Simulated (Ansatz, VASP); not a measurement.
# One calculation of Y2Os, two programs

```
CELL_PARAMETERS angstrom
0.00000 4.06807 4.06807
4.06807 0.00000 4.06807
4.06807 4.06807 0.00000
ATOMIC_POSITIONS crystal
Y 0.62500 0.62500 0.62500
Y 0.12500 0.62500 0.62500
Y 0.62500 0.62500 0.12500
Y 0.62500 0.12500 0.62500
Os 0.00000 0.00000 0.00000
Os 0.25000 0.25000 0.25000
```

Alike in both runs: task relaxation of cell and atoms; functional PBE; k mesh 8 × 8 × 8; occupations gaussian, width 0.1 eV; no spin polarisation.

```csv
,VASP,Ansatz
version,VASP 6.6.1,Ansatz 0.2.0
potentials or method,"VASP PAW PBE potentials, release 64 (Y_sv, Os), cutoff 600 eV","scalar-relativistic, plane waves, PAW"
valence electrons in the cell,60,76
```

Ansatz gave:

* gap on the k mesh at the Fermi level, each at its own relaxed structure (eV): none
* relaxed volume (Å³/atom): 22.80
* relaxed cell length with the largest relative difference (Å): 5.784

Q: What did VASP give for the same quantities?

A: gap on the k mesh at the Fermi level, each at its own relaxed structure (eV): none; relaxed volume (Å³/atom): 22.75; relaxed cell length with the largest relative difference (Å): 5.780.

A gap of «none» marks a metal or a gap that the smearing closes. VASP's potentials hold 60 valence electrons a cell and Ansatz's 76, so a difference there can come from the potentials and not from the codes.

Spin-orbit coupling is off throughout.
